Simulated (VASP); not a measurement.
Here is a VASP 6.6.1 calculation.

Contents of INCAR:

```
SYSTEM = Zr2HS4
PREC = Accurate
ENCUT = 400
EDIFF = 1E-6
ISMEAR = 0
SIGMA = 0.05
LREAL = .FALSE.
LASPH = .TRUE.
NELM = 120
ALGO = Normal
ISIF = 2
LWAVE = .FALSE.
LCHARG = .FALSE.
LDIPOL = .TRUE.
IDIPOL = 3
DIPOL = 0.5 0.5 0.283
GGA = PE
IVDW = 12
NBANDS = 62
GGA_COMPAT = .FALSE.
NELMDL = -8
```

KPOINTS

```
Automatic mesh
0
G
  6 6 1
  0 0 0
```

Contents of POSCAR:

```
Zr2HS4
1.0
    7.2976778227      0.0000000000      0.0000000000
   -3.6488389114      6.3199743831      0.0000000000
    0.0000000000      0.0000000000     20.9171506047
S Zr H
8 4 2
Direct
    0.3333333333      0.1666666667      0.1912306354
    0.3333333333      0.6666666667      0.1912306354
    0.8333333333      0.1666666667      0.1912306354
    0.8333333333      0.6666666667      0.1912306354
    0.1666666667      0.3333333333      0.3306927762
    0.1666666667      0.8333333333      0.3306927762
    0.6666666667      0.3333333333      0.3306927762
    0.6666666667      0.8333333333      0.3306927762
    0.0000000000      0.0000000000      0.2609617058
    0.0000000000      0.5000000000      0.2609617058
    0.5000000000      0.0000000000      0.2609617058
    0.5000000000      0.5000000000      0.2609617058
    0.3282564982      0.6565129964      0.4134000260
    0.5050768351      1.0101536703      0.4134000260
```

Potentials or basis: VASP PAW PBE potentials, release 64 (S, Zr_sv, H).

The run is started by

```console
$ cat potpaw_PBE.64/S/POTCAR potpaw_PBE.64/Zr_sv/POTCAR potpaw_PBE.64/H/POTCAR > POTCAR
$ mpirun -np 1 vasp_std > vasp.out
```

**Question.** Estimate the largest force.

**Answer.** 1.493 eV/Å.

**Question.** What does it give for the band gap on the k mesh?

**Answer.** 0.54 eV (least direct gap 0.56 eV).

Forces in eV/Å, atoms in the order of the input:
```
S    0.058 -0.015 -0.020
S    0.000 -0.011  0.058
S   -0.058 -0.015 -0.020
S    0.000 -0.056 -0.048
S    0.000  0.292  0.394
S   -0.156 -0.059 -0.196
S    0.000 -0.050  0.344
S    0.156 -0.059 -0.196
Zr   0.000 -0.214  0.014
Zr   0.049  0.242 -0.065
Zr   0.000 -0.124 -0.200
Zr  -0.049  0.242 -0.065
H    0.000  1.321  0.041
H    0.000 -1.492 -0.039
```
